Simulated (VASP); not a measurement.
A run of VASP 6.6.1 is set up as follows.

INCAR

```
PREC     = Accurate       # precision mode
ENCUT    = 1330           # plane-wave cutoff, eV
EDIFF    = 1E-7           # SCF threshold, eV
ISMEAR   = 0              # smearing method
SIGMA    = 0.1            # smearing width, eV
LREAL    = F              # projectors in reciprocal space
LASPH    = T              # aspherical terms in the spheres
NELM     = 120            # most SCF steps
ALGO     = Normal         # electronic algorithm
ISIF     = 3              # what is computed and relaxed
LWAVE    = F              # write WAVECAR
LCHARG   = F              # write CHGCAR
GGA      = PE             # functional
IBRION   = 2              # ionic algorithm
NSW      = 90             # ionic steps
EDIFFG   = -0.04          # ionic threshold
GGA_COMPAT= F            
NELMIN   = 4
```

The input KPOINTS:

```
regular mesh
0
Gamma
  6 6 6
```

File POSCAR:

```
AlN
1.0
    3.4191246600      0.0000000000      0.0000000000
   -1.7095623300      2.9610488100      0.0000000000
    0.0000000000      0.0000000000      3.0555496700
Al N
1 1
Direct
    0.0000000000      0.0000000000      0.5000000000
    0.0000000000      0.0000000000      0.0000000000
```

Potentials or basis: VASP PAW PBE potentials, release 64 (Al, N_h).

The run is started by

```sh
$ cat potpaw_PBE.64/Al/POTCAR potpaw_PBE.64/N_h/POTCAR > POTCAR
$ mpirun -np 1 vasp_std > vasp.out
```

**Question.** What does it give for the band gap on the k mesh?

**Answer.** 0.79 eV (least direct gap 1.52 eV).

**Question.** Estimate the space group after relaxing (to 0.1 Å).

**Answer.** P6/mmm (No. 191).

**Question.** Predict the relaxed cell.

**Answer.** a = 4.470 Å, b = 4.470 Å, c = 3.376 Å, α = 90.00°, β = 90.00°, γ = 120.00°.

Final structure:
```
Al N
1.0
     4.46953    0.00000    0.00000
    -2.23476    3.87072    0.00000
     0.00000    0.00000    3.37553
Al N
1 1
Cartesian
  0.0000 0.0000 1.6878
  4.4695 0.0000 0.0000
```

Caveat: semilocal functionals underestimate gaps, and a narrow one can read as zero. A k mesh can miss the band edges.
